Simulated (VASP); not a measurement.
# BaTiO3 (P1) in VASP: further runs

Aim: see how the results for BaTiO3 move with the level of theory and the settings. Levels: PBE, LDA. Tasks: single point.

All numbers are computed with VASP 6.6.1; they aren't measurements. Logs are shortened: lines on timing, memory, paths and dates and some standing lists are left out, and cuts for length are marked.

## Step 1: The cell of the first run

The typed cell holds 10 atoms: a = 4.000 Å, b = 4.018 Å, c = 8.000 Å, α = 90.00°, β = 90.00°, γ = 90.00°.

## Step 2: Single point, PBE

Contents of INCAR:

```
  PREC = Accurate
  ENCUT = 520
  EDIFF = 1E-7
  ISMEAR = -1
  SIGMA = 0.05
  LREAL = False
  LASPH = True
  NELM = 100
  ALGO = Normal
  ISIF = 2
  LWAVE = False
  LCHARG = True
  GGA = PE
  LELF = True
  LVHAR = True
  NBANDS = 51
```

Contents of KPOINTS:

```
regular mesh
0
Gamma
  7 7 4
```

Contents of POSCAR:

```
BaTiO3
1.0
   -3.9998000000      0.0000000000      0.0000000000
    0.0000000000      0.0000000000     -4.0180000000
    0.0000000000     -7.9996000000      0.0000000000
Ba Ti O
2 2 6
Direct
    0.0014435500      0.0230418600      0.5075926300
    0.9985564500      0.9769581400      0.9924073700
    0.4803298900      0.5631888500      0.2357999500
    0.5196701100      0.4728111500      0.7642000500
    0.4938005300      0.9659728700      0.2581500200
    0.5061994700      0.0020271300      0.7418499800
    0.5076103700      0.4993320300      0.5074435600
    0.4923896300      0.4706679700      0.9925564400
    0.0152243000      0.4884056200      0.2711337500
    0.9847757000      0.4815943800      0.7288662500
```

Potentials or basis: VASP PAW PBE potentials, release 64 (Ba_sv, Ti_sv, O).

The run is started by

```bash
$ cat potpaw_PBE.64/Ba_sv/POTCAR potpaw_PBE.64/Ti_sv/POTCAR potpaw_PBE.64/O/POTCAR > POTCAR
$ mpirun -np 1 vasp_std > vasp.out
```

OUTCAR:

```text
PREC = Accurate
   ENCUT = 520
   EDIFF = 1E-7
   ISMEAR = -1
   LREAL = False
   LASPH = True
   NELM = 100
   ISIF = 2
   GGA = PE

 ion  position               nearest neighbor table
   1  0.001  0.023  0.508-  10 2.56   9 2.66   6 2.73   7 2.75   6 2.76   7 2.79  10 2.81   5 2.81
                             5 2.86   9 2.86   7 2.89   7 2.92   4 3.35   4 3.43   3 3.44   3 3.53
   2  0.999  0.977  0.992-   8 2.80   6 2.81   8 2.83   8 2.84   6 2.85   8 2.87  10 2.90   5 2.91
                            10 2.93   5 2.93   9 2.97   9 3.03   3 3.20   3 3.29   4 3.31   4 3.33
   3  0.480  0.563  0.236-   5 1.63   9 1.91   8 1.98   9 2.18   7 2.19   5 2.41   2 3.20   2 3.29
                             1 3.44   1 3.53   2 3.61   1 3.62   2 3.69   1 3.71
   4  0.520  0.473  0.764-   8 1.83  10 1.88   6 1.90   7 2.06   6 2.13  10 2.16   2 3.31   2 3.33
                             1 3.35   2 3.41   1 3.43   2 3.43   1 3.58   1 3.66
   5  0.494  0.966  0.258-   3 1.63   3 2.41   1 2.81   1 2.86   2 2.91   2 2.93
   6  0.506  0.002  0.742-   4 1.90   4 2.13   1 2.73   1 2.76   2 2.81   2 2.85
   7  0.508  0.499  0.507-   4 2.06   3 2.19   1 2.75   1 2.79   1 2.89   1 2.92
   8  0.492  0.471  0.993-   4 1.83   3 1.98   2 2.80   2 2.83   2 2.84   2 2.87
   9  0.015  0.488  0.271-   3 1.91   3 2.18   1 2.66   1 2.86   2 2.97   2 3.03
  10  0.985  0.482  0.729-   4 1.88   4 2.16   1 2.56   1 2.81   2 2.90   2 2.93

  LATTYP: Found a simple orthorhombic cell.
 ALAT       =     3.9998000000
 B/A-ratio  =     1.0045502275
 C/A-ratio  =     2.0000000000

  Lattice vectors:

 A1 = (  -3.9998000000,   0.0000000000,   0.0000000000)
 A2 = (   0.0000000000,   0.0000000000,  -4.0180000000)
 A3 = (   0.0000000000,  -7.9996000000,   0.0000000000)

Analysis of symmetry for initial positions (statically):
=====================================================================
 Subroutine PRICEL returns:
 Original cell was already a primitive cell.

 Routine SETGRP: Setting up the symmetry group for a
 simple orthorhombic supercell.

 Subroutine GETGRP returns: Found  1 space group operations
 (whereof  1 operations were pure point group operations)
 out of a pool of  8 trial point group operations.

The static configuration has the point symmetry C_1 .

Analysis of symmetry for dynamics (positions and initial velocities):
=====================================================================
 Subroutine PRICEL returns:
 Original cell was already a primitive cell.

 Routine SETGRP: Setting up the symmetry group for a
 simple orthorhombic supercell.

 Subroutine GETGRP returns: Found  1 space group operations
 (whereof  1 operations were pure point group operations)
 out of a pool of  8 trial point group operations.

The dynamic configuration has the point symmetry C_1 .

 Subroutine INISYM returns: Found  1 space group operations
 (whereof  1 operations are pure point group operations),
 and found     1 'primitive' translations

----------------------------------------------------------------------------------------

                                     Primitive cell

  volume of cell :     128.5631

  direct lattice vectors                    reciprocal lattice vectors
    -3.999800000  0.000000000  0.000000000    -0.250012501  0.000000000  0.000000000
     0.000000000  0.000000000 -4.018000000     0.000000000  0.000000000 -0.248880040
     0.000000000 -7.999600000  0.000000000     0.000000000 -0.125006250  0.000000000

  length of vectors
     3.999800000  4.018000000  7.999600000     0.250012501  0.248880040  0.125006250

  position of ions in fractional coordinates (direct lattice)
     0.001443550  0.023041860  0.507592630
     0.998556450  0.976958140  0.992407370
     0.480329890  0.563188850  0.235799950
     0.519670110  0.472811150  0.764200050
     0.493800530  0.965972870  0.258150020
     0.506199470  0.002027130  0.741849980
     0.507610370  0.499332030  0.507443560
     0.492389630  0.470667970  0.992556440
     0.015224300  0.488405620  0.271133750
     0.984775700  0.481594380  0.728866250

  ion indices of the primitive-cell ions
   primitive index   ion index
                 1           1
                 2           2
                 3           3
                 4           4
                 5           5
                 6           6
                 7           7
                 8           8
                 9           9
                10          10

----------------------------------------------------------------------------------------

 KPOINTS: regular mesh

Automatic generation of k-mesh.
 Grid dimensions read from file:
 generate k-points for:    7    7    4

 Generating k-lattice:

  Cartesian coordinates                     Fractional coordinates (reciprocal lattice)
    -0.035716072  0.000000000  0.000000000     0.142857143  0.000000000  0.000000000
     0.000000000  0.000000000 -0.035554291     0.000000000  0.142857143  0.000000000
     0.000000000 -0.031251563  0.000000000     0.000000000  0.000000000  0.250000000

  Length of vectors
     0.035716072  0.035554291  0.031251563

  Shift w.r.t. Gamma in fractional coordinates (k-lattice)
     0.000000000  0.000000000  0.000000000

 Subroutine IBZKPT returns following result:
 ===========================================

 Found     99 irreducible k-points:

 Following reciprocal coordinates:
            Coordinates               Weight
  0.000000  0.000000  0.000000      1.000000
  0.142857  0.000000  0.000000      2.000000
  0.285714  0.000000  0.000000      2.000000
  0.428571  0.000000  0.000000      2.000000
  0.000000  0.142857  0.000000      2.000000
  0.142857  0.142857  0.000000      2.000000
[... 16 lines left out ...]
  0.285714 -0.428571  0.000000      2.000000
  0.428571  0.428571  0.000000      2.000000
 [... further k-points ...]
   k-points           NKPTS =     99   k-points in BZ     NKDIM =     99   number of bands    NBANDS=     51
   number of dos      NEDOS =    301   number of ions     NIONS =     10
   total plane-waves  NPLWV =  54000
   dimension x,y,z NGX =    30 NGY =   30 NGZ =   60
   dimension x,y,z NGXF=    60 NGYF=   60 NGZF=  120
   ions per type =               2   2   6
   NGX,Y,Z   is equivalent  to a cutoff of  12.47, 12.41, 12.47 a.u.
   NGXF,Y,Z  is equivalent  to a cutoff of  24.94, 24.83, 24.94 a.u.
 SYSTEM =  unknown system
   PREC   = accura    normal or accurate (medium, high low for compatibility)
   ISTART =      0    job   : 0-new  1-cont  2-samecut
   ICHARG =      2    charge: 1-file 2-atom 10-const
   ISPIN  =      1    spin polarized calculation?
   LNONCOLLINEAR =      F non collinear calculations
   LSORBIT =      F    spin-orbit coupling
   LASPH  =      T    aspherical Exc in radial PAW
   ENCUT  =  520.0 eV  38.22 Ry    6.18 a.u.   7.44  7.47 14.87*2*pi/ulx,y,z
   NELM   =    100;   NELMIN=  2; NELMDL= -5     # of ELM steps
   EDIFF  = 0.1E-06   stopping-criterion for ELM
   LREAL  =      F    real-space projection
   EDIFFG = 0.1E-05   stopping-criterion for IOM
   NSW    =      0    number of steps for IOM
   IBRION =     -1    ionic relax: 0-MD 1-quasi-New 2-CG
   NFREE  =      0    steps in history (QN), initial steepest desc. (CG)
   ISIF   =      2    stress and relaxation
   ISYM   =      2    0-nonsym 1-usesym 2-fastsym
   POTIM  = 0.5000    time-step for ionic-motion
   TEBEG  =    0.0;   TEEND  =   0.0 temperature during run
   PSTRESS=    0.0 pullay stress
   NELECT =      80.0000    total number of electrons
   NUPDOWN=      -1.0000    fix difference up-down
   EMIN   =  10.00;   EMAX   =-10.00  energy-range for DOS
   EFERMI =   0.00;   METHOD = LEGACY
   ISMEAR =    -1;   SIGMA  =   0.05  broadening in eV -4-tet -1-fermi 0-gaus
   EFERMI_NEDOS =   21; number of points for ismear=-14 and -15
   IALGO  =     38    algorithm
   IMIX   =      4    mixing-type and parameters
     AMIX     =   0.40;   BMIX     =  1.00
     AMIX_MAG =   1.60;   BMIX_MAG =  1.00
  volume/ion in A,a.u.               =      12.86        86.76
  Fermi-wavevector in a.u.,A,eV,Ry     =   1.397653  2.641181 26.578078  1.953434
  Thomas-Fermi vector in A             =   2.520888
   LORBIT       =      0    0 simple, 1 ext, 2 COOP (PROOUT), +10 PAW based schemes
   GGA     = PE    functional components
   LHFCALC =     F    Hartree Fock is set to
   AEXX    =    0.0000 exact exchange contribution
   IVDW    =     0    specifies the selected vdW correction
   LEPSILON=     F    determine dielectric tensor
   LRPA    =     F    only Hartree local field effects (RPA)
 non-spin polarized calculation
  energy-cutoff  :      520.00
  volume of cell :      128.56
 maximum number of plane-waves:      3502
 NGX is ok and might be reduce to    30
   NGX = 15   NGY = 15   NGZ = 29

 number of electron      79.9999983 magnetization

 Free energy of the ion-electron system (eV)
  ---------------------------------------------------
  ext. energy  EPLUGINS =         0.00000000
  ---------------------------------------------------
  free energy    TOTEN  =       -78.21224626 eV

  energy without entropy =      -78.21224615  energy(sigma->0) =      -78.21224620

 E-fermi :   5.3668     XC(G=0): -11.2128

 val. band max:        4.6576104643   @ k =   0.4286  -0.4286   0.0000
 cond. band min:       6.0039358012   @ k =   0.0000   0.0000   0.0000
 fundamental gap:      1.3463253369
 Fermi energy:         5.3667623509

 k-point     1 :       0.0000    0.0000    0.0000
  band No.  band energies     occupation
      1     -52.4215      2.00000
      2     -52.3231      2.00000
      3     -29.0066      2.00000
      4     -28.7638      2.00000
      5     -28.6813      2.00000
      6     -28.6742      2.00000
[... 43 lines left out ...]
     50       8.5544      0.00000
     51       9.1253      0.00000

 k-point     2 :       0.1429    0.0000    0.0000
  band No.  band energies     occupation
      1     -52.4213      2.00000
      2     -52.3229      2.00000
      3     -29.0062      2.00000
      4     -28.7635      2.00000
      5     -28.6907      2.00000
      6     -28.6739      2.00000
[... 43 lines left out ...]
     50       8.9314      0.00000
     51       9.3333      0.00000

 k-point     3 :       0.2857    0.0000    0.0000
  band No.  band energies     occupation
      1     -52.4209      2.00000
      2     -52.3225      2.00000
      3     -29.0052      2.00000
      4     -28.7631      2.00000
      5     -28.7115      2.00000
      6     -28.6730      2.00000
[... 43 lines left out ...]
     50       9.4957      0.00000
     51       9.8552      0.00000
[... 1027 lines left out ...]
 k-point    23 :       0.2857   -0.4286    0.0000
  band No.  band energies     occupation
      1     -52.4199      2.00000
      2     -52.3215      2.00000
      3     -29.0512      2.00000
      4     -28.7650      2.00000
      5     -28.7178      2.00000
      6     -28.7072      2.00000
[... 43 lines left out ...]
     50      10.6532      0.00000
     51      11.0135      0.00000

 k-point    24 :       0.4286    0.4286    0.0000
  band No.  band energies     occupation
      1     -52.4196      2.00000
      2     -52.3212      2.00000
      3     -29.0502      2.00000
      4     -28.7653      2.00000
      5     -28.7267      2.00000
      6     -28.7131      2.00000
[... 43 lines left out ...]
     50      10.3368      0.00000
     51      11.2984      0.00000

 [... further k-points ...]

------------------------ aborting loop because EDIFF is reached ----------------------------------------

  FORCE on cell =-STRESS in cart. coord.  units (eV):
  Direction    XX          YY          ZZ          XY          YZ          ZX
  --------------------------------------------------------------------------------------
  -------------------------------------------------------------------------------------
  Total        6.2888465      7.5523948     14.9830377      0.3537446      1.1701907     -0.1386220
  in kB       78.3727515     94.1193210    186.7213482      4.4084298     14.5831303     -1.7275322
  external PRESSURE =     119.7378069 kB  Pullay stress =       0.0000000 kB

 VOLUME and BASIS-vectors are now :
 -----------------------------------------------------------------------------
  energy-cutoff  :      520.00
  volume of cell :      128.56
      direct lattice vectors                 reciprocal lattice vectors
    -3.999800000  0.000000000  0.000000000    -0.250012501  0.000000000  0.000000000
     0.000000000  0.000000000 -4.018000000     0.000000000  0.000000000 -0.248880040
     0.000000000 -7.999600000  0.000000000     0.000000000 -0.125006250  0.000000000

 POSITION                                       TOTAL-FORCE (eV/Angst)
 -----------------------------------------------------------------------------------
     -0.00577     -4.06054     -0.09258        -0.032905      0.535827      0.711779
     -3.99403     -7.93886     -3.92542        -0.036681      0.071903     -0.625519
     -1.92122     -1.88631     -2.26289        -0.099578     -3.810379      5.822967
     -2.07858     -6.11329     -1.89976         0.018702      5.533533     -0.108942
     -1.97510     -2.06510     -3.88128        -0.371094      1.002303     -4.548861
     -2.02470     -5.93450     -0.00815         0.350012     -1.654193      0.369354
     -2.03034     -4.05935     -2.00632         0.295940      0.574358     -0.086202
     -1.96946     -7.94005     -1.89114        -0.051198     -1.950946     -0.563543
     -0.06089     -2.16896     -1.96241         0.413873      2.224798     -0.353312
     -3.93891     -5.83064     -1.93505        -0.487071     -2.527204     -0.617721
 -----------------------------------------------------------------------------------
    total drift:                                0.000306     -0.000028     -0.000237

  FREE ENERGIE OF THE ION-ELECTRON SYSTEM (eV)
  ---------------------------------------------------
  free  energy   TOTEN  =       -78.2122462560 eV

  energy  without entropy=      -78.2122461502  energy(sigma->0) =      -78.21224620
```

Wall time 16 min (1 thread of Intel Xeon Platinum 8259CL at 2.50GHz (Skylake/Cascade Lake), shared host); peak memory 0.6 GiB.

What came out:

```
Free energy            : -78.2122 eV
Pressure               : 12.0 GPa
Largest force          : 6.960 eV/Å
Band gap on the k mesh : 1.35 eV (least direct gap 1.51 eV)
```

Forces on the atoms (eV/Å):
```
Ba  -0.033  0.536  0.712
Ba  -0.037  0.072 -0.626
Ti  -0.100 -3.810  5.823
Ti   0.019  5.534 -0.109
O   -0.371  1.002 -4.549
O    0.350 -1.654  0.369
O    0.296  0.574 -0.086
O   -0.051 -1.951 -0.564
O    0.414  2.225 -0.353
O   -0.487 -2.527 -0.618
```

Stress tensor (GPa, compression positive):
```
 7.84  0.44 -0.17
 0.44  9.41  1.46
-0.17  1.46 18.67
```

Caveat: the stress differs along the axes, from 8 to 19 GPa; spin-orbit coupling is left out, which moves the levels of the heavy elements; forces of over 1 eV/Å act on the atoms, so gaps and moduli don't describe the material at rest.

## Step 3: Single point, PBE

Contents of INCAR:

```
SYSTEM = BaTiO3
PREC     = Accurate       ! precision mode
ENCUT    = 1340           ! plane-wave cutoff, eV
EDIFF    = 1E-6           ! SCF threshold, eV
ISMEAR   = -1             ! smearing method
SIGMA    = 0.05           ! smearing width, eV
LREAL    = .False.        ! projectors in reciprocal space
LASPH    = .True.         ! aspherical terms in the spheres
NELM     = 120            ! most SCF steps
ALGO     = Normal         ! electronic algorithm
ISIF     = 2              ! what is computed and relaxed
LWAVE    = .False.        ! write WAVECAR
LCHARG   = .True.         ! write CHGCAR
GGA      = PE             ! functional
LELF     = .True.         ! ELF
LVHAR    = .True.       
NBANDS   = 51             ! bands
GGA_COMPAT= .False.
```

Contents of KPOINTS:

```
Automatic mesh
0
Gamma
  2 2 1
  0 0 0
```

POSCAR is that of step 2.

Potentials or basis: VASP PAW PBE potentials, release 64 (Ba_sv, Ti_sv, O_h).

The run is started by

```bash
$ cat potpaw_PBE.64/Ba_sv/POTCAR potpaw_PBE.64/Ti_sv/POTCAR potpaw_PBE.64/O_h/POTCAR > POTCAR
$ mpirun -np 1 vasp_std > vasp.out
```

Run time: 1.7 min. Hardware: 1 thread of AMD EPYC 9R45 (Zen 5), shared host; peak memory 0.5 GiB.

Results (log left out):

```yaml
Free_energy: -77.5253 eV
Pressure: 13.0 GPa
Largest_force: 5.633 eV/Å
Band_gap_on_the_k_mesh: 1.01 eV (least direct gap 1.25 eV)
```

Forces on the atoms (eV/Å):
```
Ba  -0.027  0.532  0.617
Ba  -0.051  0.098 -0.683
Ti   0.111 -3.216  4.624
Ti  -0.690  4.724 -0.219
O   -0.444  0.767 -3.907
O    0.694 -1.465  0.264
O    0.235  0.664  0.279
O   -0.058 -2.003 -0.050
O    0.297  2.014 -0.127
O   -0.067 -2.117 -0.799
```

Stress tensor (GPa, compression positive):
```
 7.39  0.56 -0.20
 0.56 11.94  1.18
-0.20  1.18 19.79
```

Levels at points of the mesh, in eV from the valence-band top:
```csv
k point,band 38,band 39,band 40,band 41,band 42,band 43
"(0.00, 0.00, 0.00)",-0.92,-0.52,-0.23,1.01,1.21,1.50
"(0.50, 0.00, 0.00)",-1.39,-1.09,-0.31,1.72,2.28,2.53
"(0.00, 0.50, 0.00)",-1.23,-0.73,-0.59,1.43,2.55,2.71
"(0.50, 0.50, 0.00)",-1.15,-0.17,0.00,2.25,2.71,2.99
```

Caveat: the k points lie up to 0.79 Å⁻¹ apart; spin-orbit coupling is left out, which moves the levels of the heavy elements; forces of over 1 eV/Å act on the atoms, so gaps and moduli don't describe the material at rest.

(Continued in part 2 of 2.)
